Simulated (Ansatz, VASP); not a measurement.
**Hf3H in VASP and in Ansatz**

The input INCAR:

```
PREC = Accurate ; ENCUT = 600
EDIFF = 1E-7 ; ISMEAR = 0
SIGMA = 0.2 ; LREAL = F
LASPH = T ; NELM = 80
ALGO = Normal ; ISIF = 3
LWAVE = F ; LCHARG = F
GGA = PE ; IBRION = 2
NSW = 36 ; EDIFFG = -0.08
```

File KPOINTS:

```
regular mesh
0
Gamma
  8 8 2
```

Contents of POSCAR:

```
Hf3H
1.0
    2.8224558400      0.0000000000      0.0000000000
   -1.4112279200      2.4443184600      0.0000000000
    0.0000000000      0.0000000000      9.3693974400
Hf H
3 1
Direct
    0.6666666700      0.3333333300      0.5000000000
    0.3333333300      0.6666666700      0.2463857700
    0.3333333300      0.6666666700      0.7536142300
    0.6666666700      0.3333333300      0.0000000000
```

Input for Ansatz:

```yaml
crystal:
  lattice:
    - [2.82245584, 0.0, 0.0]
    - [-1.41122792, 2.44431846, 0.0]
    - [0.0, 0.0, 9.36939744]
  atoms:
    - { symbol: Hf, position: [0.66666667, 0.33333333, 0.5] }
    - { symbol: Hf, position: [0.33333333, 0.66666667, 0.24638577] }
    - { symbol: Hf, position: [0.33333333, 0.66666667, 0.75361423] }
    - { symbol: H, position: [0.66666667, 0.33333333, 0.0] }
basis:
  ecutwfc: 420
kpoints:
  mp_grid: { grid: [8, 8, 2] }
hamiltonian:
  xc: pbe
scf:
  occupations: { method: gaussian, width: 0.2 }
  lower_state_search: "off"
output:
  forces: true
  stress: true
  eigenvalues: true
relax:
  adjacent_minimum: "off"
  f_tol: 0.08
  max_steps: 16
  cell: { stress_tol: 0.8 }
```

Change from the starting cell: species swapped into the Tl3Bi type (P-6m2, No. 187).

Alike in both runs: task relaxation of cell and atoms; functional PBE; k mesh 8 × 8 × 2; occupations gaussian, width 0.2 eV; no spin polarisation.

|  | VASP | Ansatz |
| --- | --- | --- |
| version | VASP 6.6.1 | Ansatz 0.2.0 |
| potentials or method | VASP PAW PBE potentials, release 64 (Hf_pv, H), cutoff 600 eV | scalar-relativistic, plane waves, PAW |
| valence electrons in the cell | 31 | 79 |

```csv
,VASP,Ansatz,Ansatz less VASP
"gap on the k mesh at the Fermi level, each at its own relaxed structure (eV)",none,none,-
relaxed volume (Å³/atom),17.22,17.27,+0.051
relaxed cell length with the largest relative difference (Å),7.890,7.917,+0.0276
```

A gap of «none» marks a metal or a gap that the smearing closes. VASP's potentials hold 31 valence electrons a cell and Ansatz's 79, so a difference there can come from the potentials and not from the codes.

Neither program's run includes spin-orbit coupling.
